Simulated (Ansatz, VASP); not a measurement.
Two plane-wave programs on Mg

INCAR

```
SYSTEM = Mg
PREC = Accurate
ENCUT = 750
EDIFF = 1E-6
ISMEAR = -1
SIGMA = 0.1
LREAL = .FALSE.
LASPH = .TRUE.
NELM = 120
ALGO = Normal
ISIF = 2
LWAVE = .FALSE.
LCHARG = .TRUE.
GGA = PE
LELF = .TRUE.
LVHAR = .TRUE.
NBANDS = 11
GGA_COMPAT = .FALSE.
```

Contents of KPOINTS:

```
regular mesh
0
G
  14 14 13
  0 0 0
```

POSCAR

```
Mg
1.0
    2.4013257785      0.0000000000      0.0000000000
   -1.2006628893      2.0796091269      0.0000000000
    0.0000000000      0.0000000000      2.2117096066
Mg
1
Direct
    0.0000000000      0.0000000000      0.0000000000
```

Input for Ansatz:

```yaml
crystal:
  lattice:
    - [2.4013257785, 0.0, 0.0]
    - [-1.2006628893, 2.0796091269, 0.0]
    - [0.0, 0.0, 2.2117096066]
  atoms:
    - { symbol: Mg, position: [0.0, 0.0, 0.0] }
kpoints:
  mp_grid: { grid: [14, 14, 13] }
  band_path:
    path:
      - [0.0, 0.0, 0.0]
      - [0.5, 0.0, 0.0]
      - [0.3333333333, 0.3333333333, 0.0]
      - [0.0, 0.0, 0.0]
      - [0.0, 0.0, 0.5]
      - [0.5, 0.0, 0.5]
      - [0.3333333333, 0.3333333333, 0.5]
      - [0.0, 0.0, 0.5]
      - [0.5, 0.0, 0.5]
    npoints: 8
scf:
  occupations: { method: fermi_dirac, width: 0.1 }
hamiltonian:
  xc: pbe
  pseudopotentials: { kind: paw }
output:
  forces: true
  stress: true
  eigenvalues: true
  populations: true
  dos: { projected: true, de: 0.2, e_range: [-14, 8] }
  write_density: true
  write_potential: true
  elf: true
  volumetric_format: npy
```

Change from the starting cell: volume scaled by 0.43, PAW files.

Alike in both runs: task single point; functional PBE; k mesh 14 × 14 × 13; occupations fermi-dirac, width 0.1 eV; no spin polarisation.

|  | VASP | Ansatz |
| --- | --- | --- |
| version | VASP 6.6.1 | Ansatz 0.2.0 |
| potentials or method | VASP PAW PBE potentials, release 64 (Mg_sv) | PAW with Ansatz's default frozen-core files, scalar-relativistic |
| plane-wave cutoff (eV) | 750 | 420 |
| valence electrons in the cell | 10 | 10 |

|  | VASP | Ansatz | Ansatz less VASP |
| --- | --- | --- | --- |
| pressure (GPa) | 107.2 | 108.5 | +1.33 |
| traceless stress, the component that is largest in VASP (GPa) | -0.27 | -0.19 | +0.078 |

Both programs put the cell under a high pressure, so it lies far from rest at this level. The functional is the same, so the differences come from potentials, cutoffs and numerics.

Noted on VASP's run: the cell as given lies far from equilibrium.
